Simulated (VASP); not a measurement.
# SnTe (Fm-3m) in VASP: settings compared

SnTe is run at these levels: PBE0, PBEsol, r2SCAN+D4; tasks: single point.

Program: VASP 6.6.1. These are calculated values, not measurements. Logs are shortened: lines on timing, memory, paths and dates and some standing lists are left out, and cuts for length are marked.

## Step 1: The cell of the first run

The structure is cubic, space group Fm-3m (No. 225). Conventional cell: a = 6.302 Å, b = 6.302 Å, c = 6.302 Å, α = 90.00°, β = 90.00°, γ = 90.00°. Within 4.1 Å of Te (site symmetry m-3m) lie 6 Sn at 3.15 Å. Sn (site symmetry m-3m) has 6 Te at 3.15 Å within 4.1 Å.

## Step 2: Single point, PBE0, non-collinear spin, zero start, spin-orbit coupling

POSCAR reads:

```
SnTe
1.0
    0.0000000000      3.1508500000      3.1508500000
    3.1508500000      0.0000000000      3.1508500000
    3.1508500000      3.1508500000      0.0000000000
Te Sn
1 1
Direct
    0.5000000000      0.5000000000      0.5000000000
    0.0000000000      0.0000000000      0.0000000000
```

INCAR.step1 reads:

```
SYSTEM = SnTe
PREC     = Accurate       ! precision mode
ENCUT    = 520            ! plane-wave cutoff, eV
EDIFF    = 1E-5           ! SCF threshold, eV
ISMEAR   = -1             ! smearing method
SIGMA    = 0.05           ! smearing width, eV
LREAL    = .False.        ! projectors in reciprocal space
LASPH    = .True.         ! aspherical terms in the spheres
NELM     = 150            ! most SCF steps
ALGO     = Normal         ! electronic algorithm
ISIF     = 2              ! what is computed and relaxed
LWAVE    = .True.         ! write WAVECAR
LCHARG   = .False.        ! write CHGCAR
MAGMOM   = 0 0 0 0 0 0    ! initial moments
LORBIT   = 11             ! projections on sites
LSORBIT  = .True.         ! spin-orbit coupling
GGA_COMPAT= .False.      
LORBMOM  = .True.       
GGA      = PE             ! functional
NBANDS   = 32             ! bands
```

INCAR.step2 reads:

```
SYSTEM = SnTe
PREC     = Accurate       ! precision mode
ENCUT    = 520            ! plane-wave cutoff, eV
EDIFF    = 1E-6           ! SCF threshold, eV
ISMEAR   = -1             ! smearing method
SIGMA    = 0.05           ! smearing width, eV
LREAL    = .False.        ! projectors in reciprocal space
LASPH    = .True.         ! aspherical terms in the spheres
NELM     = 150            ! most SCF steps
ALGO     = Normal         ! electronic algorithm
ISIF     = 2              ! what is computed and relaxed
LWAVE    = .False.        ! write WAVECAR
LCHARG   = .False.        ! write CHGCAR
MAGMOM   = 0 0 0 0 0 0    ! initial moments
LORBIT   = 11             ! projections on sites
LSORBIT  = .True.         ! spin-orbit coupling
GGA_COMPAT= .False.      
LORBMOM  = .True.       
GGA      = PE             ! functional
LHFCALC  = .True.         ! exact exchange
AEXX     = 0.25           ! exact-exchange fraction
PRECFOCK = Normal       
ISTART   = 1            
NBANDS   = 32             ! bands
```

KPOINTS reads:

```
Automatic mesh
0
Gamma
  3 3 3
  0 0 0
```

Potentials or basis: VASP PAW PBE potentials, release 64 (Te, Sn_d).

Command:

```
cat potpaw_PBE.64/Te/POTCAR potpaw_PBE.64/Sn_d/POTCAR > POTCAR
cp INCAR.step1 INCAR
mpirun -np 1 vasp_ncl > vasp.out
cp INCAR.step2 INCAR
mpirun -np 1 vasp_ncl > vasp.out
```

OUTCAR:

```text
SYSTEM = SnTe
   PREC = Accurate
   ENCUT = 520
   EDIFF = 1E-6
   ISMEAR = -1
   LREAL = .False.
   LASPH = .True.
   NELM = 150
   ISIF = 2
   LORBIT = 11
   LSORBIT = .True.
   GGA = PE
   LHFCALC = .True.
   AEXX = 0.25
   PRECFOCK = Normal
   ISTART = 1

 ion  position               nearest neighbor table
   1  0.500  0.500  0.500-   2 3.15   2 3.15   2 3.15   2 3.15   2 3.15   2 3.15
   2  0.000  0.000  0.000-   1 3.15   1 3.15   1 3.15   1 3.15   1 3.15   1 3.15

  LATTYP: Found a face centered cubic cell.
 ALAT       =     6.3017000000

  Lattice vectors:

 A1 = (   0.0000000000,   3.1508500000,   3.1508500000)
 A2 = (   3.1508500000,   0.0000000000,   3.1508500000)
 A3 = (   3.1508500000,   3.1508500000,   0.0000000000)

Analysis of symmetry for initial positions (statically):
=====================================================================
 Subroutine PRICEL returns:
 Original cell was already a primitive cell.

 Routine SETGRP: Setting up the symmetry group for a
 face centered cubic supercell.

 Subroutine GETGRP returns: Found 48 space group operations
 (whereof 48 operations were pure point group operations)
 out of a pool of 48 trial point group operations.

The static configuration has the point symmetry O_h .

Analysis of symmetry for dynamics (positions and initial velocities):
=====================================================================
 Subroutine PRICEL returns:
 Original cell was already a primitive cell.

 Routine SETGRP: Setting up the symmetry group for a
 face centered cubic supercell.

 Subroutine GETGRP returns: Found 48 space group operations
 (whereof 48 operations were pure point group operations)
 out of a pool of 48 trial point group operations.

The dynamic configuration has the point symmetry O_h .

Analysis of structural, dynamic, and magnetic symmetry:
=====================================================================
 Subroutine PRICEL returns:
 Original cell was already a primitive cell.

 Routine SETGRP: Setting up the symmetry group for a
 face centered cubic supercell.

 Subroutine GETGRP returns: Found 48 space group operations
 (whereof 48 operations were pure point group operations)
 out of a pool of 48 trial point group operations.

The overall configuration has the point symmetry O_h .

 Subroutine INISYM returns: Found 48 space group operations
 (whereof 48 operations are pure point group operations),
 and found     1 'primitive' translations

----------------------------------------------------------------------------------------

                                     Primitive cell

  volume of cell :      62.5624

  direct lattice vectors                    reciprocal lattice vectors
     0.000000000  3.150850000  3.150850000    -0.158687338  0.158687338  0.158687338
     3.150850000  0.000000000  3.150850000     0.158687338 -0.158687338  0.158687338
     3.150850000  3.150850000  0.000000000     0.158687338  0.158687338 -0.158687338

  length of vectors
     4.455974803  4.455974803  4.455974803     0.274854533  0.274854533  0.274854533

  position of ions in fractional coordinates (direct lattice)
     0.500000000  0.500000000  0.500000000
     0.000000000  0.000000000  0.000000000

  ion indices of the primitive-cell ions
   primitive index   ion index
                 1           1
                 2           2

----------------------------------------------------------------------------------------

 KPOINTS: Automatic mesh

Automatic generation of k-mesh.
 Grid dimensions read from file:
 generate k-points for:    3    3    3

 Generating k-lattice:

[... 86 lines left out ...]

 number of electron      19.9999998 magnetization      -0.0000000     -0.0000000     -0.0000000

 number of electron      19.9999998 magnetization      -0.0000000     -0.0000000      0.0000000

 number of electron      19.9999998 magnetization       0.0000000      0.0000000     -0.0000000

 Free energy of the ion-electron system (eV)
  ---------------------------------------------------
  ext. energy  EPLUGINS =         0.00000000
  ---------------------------------------------------
  free energy    TOTEN  =       -10.35668878 eV

  energy without entropy =      -10.35668878  energy(sigma->0) =      -10.35668878

 E-fermi :   6.9586     XC(G=0):  -7.5402

 val. band max:        5.8393998293   @ k =   0.3333   0.0000   0.0000
 cond. band min:       8.0772037221   @ k =   0.3333   0.0000   0.0000
 fundamental gap:      2.2378038928
 Fermi energy:         6.9585880680

 k-point     1 :       0.0000    0.0000    0.0000
  band No.  band energies     occupation
      1     -18.5216      1.00000
      2     -18.5216      1.00000
      3     -18.5216      1.00000
      4     -18.5216      1.00000
      5     -17.4607      1.00000
      6     -17.4607      1.00000
[... 129 lines left out ...]
     31      15.4683      0.00000
     32      15.4683      0.00000

------------------------ aborting loop because EDIFF is reached ----------------------------------------

  FORCE on cell =-STRESS in cart. coord.  units (eV):
  Direction    XX          YY          ZZ          XY          YZ          ZX
  --------------------------------------------------------------------------------------
  -------------------------------------------------------------------------------------
  Total        0.2154807      0.2154807      0.2154807      0.0000000     -0.0000000      0.0000000
  in kB        5.5183056      5.5183056      5.5183056      0.0000000     -0.0000000      0.0000000
  external PRESSURE =       5.5183056 kB  Pullay stress =       0.0000000 kB

 VOLUME and BASIS-vectors are now :
 -----------------------------------------------------------------------------
  energy-cutoff  :      520.00
  volume of cell :       62.56
      direct lattice vectors                 reciprocal lattice vectors
     0.000000000  3.150850000  3.150850000    -0.158687338  0.158687338  0.158687338
     3.150850000  0.000000000  3.150850000     0.158687338 -0.158687338  0.158687338
     3.150850000  3.150850000  0.000000000     0.158687338  0.158687338 -0.158687338

 POSITION                                       TOTAL-FORCE (eV/Angst)
 -----------------------------------------------------------------------------------
      3.15085      3.15085      3.15085        -0.000000     -0.000000      0.000000
      0.00000      0.00000      0.00000         0.000000      0.000000     -0.000000
 -----------------------------------------------------------------------------------
    total drift:                               -0.000000      0.000000      0.000000

  FREE ENERGIE OF THE ION-ELECTRON SYSTEM (eV)
  ---------------------------------------------------
  free  energy   TOTEN  =       -10.3566887796 eV

  energy  without entropy=      -10.3566887793  energy(sigma->0) =      -10.35668878

 orbital moment (x)

 # of ion     p       d       tot
 ----------------------------------------
  1         0.000  -0.000   0.000
  2        -0.000  -0.000  -0.000
 ----------------------------------------
            0.000  -0.000  -0.000

 orbital moment (y)

 # of ion     p       d       tot
 ----------------------------------------
  1         0.000  -0.000   0.000
  2         0.000  -0.000  -0.000
 ----------------------------------------
            0.000  -0.000   0.000

 orbital moment (z)

 # of ion     p       d       tot
 ----------------------------------------
  1         0.000  -0.000   0.000
  2        -0.000  -0.000  -0.000
 ----------------------------------------
            0.000  -0.000   0.000

 Spin-Orbit-Coupling matrix elements

 Ion:    1  E_soc:     -0.1718115
 l=   1
     0.0000000    -0.0285813    -0.0285813
    -0.0285813     0.0000000    -0.0285813
    -0.0285813    -0.0285813     0.0000000
 l=   2
     0.0000000    -0.0000078     0.0000000    -0.0000078    -0.0000462
    -0.0000078     0.0000000    -0.0000346    -0.0000078    -0.0000115
     0.0000000    -0.0000346     0.0000000    -0.0000346     0.0000000
    -0.0000078    -0.0000078    -0.0000346     0.0000000    -0.0000115
    -0.0000462    -0.0000115     0.0000000    -0.0000115     0.0000000
 l=   3
     0.0000000     0.0000000     0.0000000     0.0000000     0.0000000     0.0000000     0.0000000
     0.0000000     0.0000000     0.0000000     0.0000000     0.0000000     0.0000000     0.0000000
     0.0000000     0.0000000     0.0000000     0.0000000     0.0000000     0.0000000     0.0000000
     0.0000000     0.0000000     0.0000000     0.0000000     0.0000000     0.0000000     0.0000000
     0.0000000     0.0000000     0.0000000     0.0000000     0.0000000     0.0000000     0.0000000
     0.0000000     0.0000000     0.0000000     0.0000000     0.0000000     0.0000000     0.0000000
     0.0000000     0.0000000     0.0000000     0.0000000     0.0000000     0.0000000     0.0000000

 Ion:    2  E_soc:     -0.0728975
 l=   1
     0.0000000    -0.0062707    -0.0062707
    -0.0062707     0.0000000    -0.0062707
    -0.0062707    -0.0062707     0.0000000
 l=   2
     0.0000000    -0.0011536     0.0000000    -0.0011536    -0.0047254
    -0.0011536     0.0000000    -0.0035440    -0.0011536    -0.0011813
     0.0000000    -0.0035440     0.0000000    -0.0035440     0.0000000
    -0.0011536    -0.0011536    -0.0035440     0.0000000    -0.0011813
    -0.0047254    -0.0011813     0.0000000    -0.0011813     0.0000000
 l=   3
     0.0000000     0.0000000     0.0000000     0.0000000     0.0000000     0.0000000     0.0000000
     0.0000000     0.0000000     0.0000000     0.0000000     0.0000000     0.0000000     0.0000000
     0.0000000     0.0000000     0.0000000     0.0000000     0.0000000     0.0000000     0.0000000
     0.0000000     0.0000000     0.0000000     0.0000000     0.0000000     0.0000000     0.0000000
     0.0000000     0.0000000     0.0000000     0.0000000     0.0000000     0.0000000     0.0000000
     0.0000000     0.0000000     0.0000000     0.0000000     0.0000000     0.0000000     0.0000000
     0.0000000     0.0000000     0.0000000     0.0000000     0.0000000     0.0000000     0.0000000

 total charge

# of ion       s       p       d       tot
------------------------------------------
    1        1.373   2.079   0.028   3.480
    2        1.382   0.737   9.987  12.106
--------------------------------------------------
tot          2.755   2.816  10.015  15.587

 magnetization (x)

# of ion       s       p       d       tot
------------------------------------------
    1        0.000  -0.000   0.000   0.000
    2        0.000  -0.000   0.000  -0.000
--------------------------------------------------
tot          0.000  -0.000   0.000   0.000

 magnetization (y)

# of ion       s       p       d       tot
------------------------------------------
    1        0.000   0.000   0.000   0.000
    2        0.000  -0.000   0.000  -0.000
--------------------------------------------------
tot          0.000   0.000   0.000   0.000

 magnetization (z)

# of ion       s       p       d       tot
------------------------------------------
    1        0.000   0.000   0.000   0.000
    2        0.000  -0.000   0.000  -0.000
--------------------------------------------------
tot          0.000  -0.000   0.000  -0.000
```

Run time: 18 min. Hardware: 1 thread of AMD EPYC 7R13 (Zen 3), shared host; peak memory 0.36 GiB.

Results:

* Free energy: -10.3567 eV
* Pressure: 0.6 GPa
* Net moment: 0.00 μB per cell
* Valence electrons inside the program's atomic spheres: Te 3.48; Sn 12.11

Moments on the atoms (μB; x, y, z):
```
Te  0.00 0.00 0.00
Sn  0.00 0.00 0.00
```

Caveat: the k points lie up to 0.58 Å⁻¹ apart; this odd mesh misses L, so gap, dielectric constants and Born charges aren't listed; the PAW data sets were made with another functional, which shifts forces and pressure a little.

## Step 3: Single point, PBEsol, non-collinear spin, zero start, spin-orbit coupling

This run uses another cell than the first one, of 32.53 Å³/atom.

INCAR reads:

```
PREC = Accurate ; ENCUT = 520
EDIFF = 1E-7 ; ISMEAR = -1
SIGMA = 0.05 ; LREAL = False
LASPH = True ; NELM = 150
ALGO = Normal ; ISIF = 2
LWAVE = False ; LCHARG = False
MAGMOM = 0 0 0 0 0 0 ; LORBIT = 11
LSORBIT = True ; GGA_COMPAT = False
LORBMOM = True ; GGA = PS
NBANDS = 32
```

KPOINTS reads:

```
Automatic mesh
0
Gamma
  7 7 7
```

POSCAR reads:

```
SnTe
1.0
    0.0000000000      3.1923133075      3.1923133075
    3.1923133075      0.0000000000      3.1923133075
    3.1923133075      3.1923133075      0.0000000000
Te Sn
1 1
Direct
    0.5000000000      0.5000000000      0.5000000000
    0.0000000000      0.0000000000      0.0000000000
```

Potentials or basis: VASP PAW PBE potentials, release 64 (Te, Sn_d).

Command:

```
cat potpaw_PBE.64/Te/POTCAR potpaw_PBE.64/Sn_d/POTCAR > POTCAR
mpirun -np 1 vasp_ncl > vasp.out
```

Wall time 2.1 min (1 thread of Intel Xeon Platinum 8175M at 2.50GHz (Skylake/Cascade Lake), shared host); peak memory 0.41 GiB.

Results (log left out):

| Item | Value |
| --- | --- |
| Free energy | -8.4739 eV |
| Pressure | -2.0 GPa |
| Net moment | 0.00 μB per cell |
| Valence electrons inside the program's atomic spheres | Te 3.35; Sn 12.06 |

Moments on the atoms (μB; x, y, z):
```
Te  0.00 0.00 0.00
Sn  0.00 0.00 0.00
```

Caveat: this odd mesh misses L, so gap, dielectric constants and Born charges aren't listed; the PAW data sets were made with another functional, which shifts forces and pressure a little.

(Continued in part 2 of 2.)
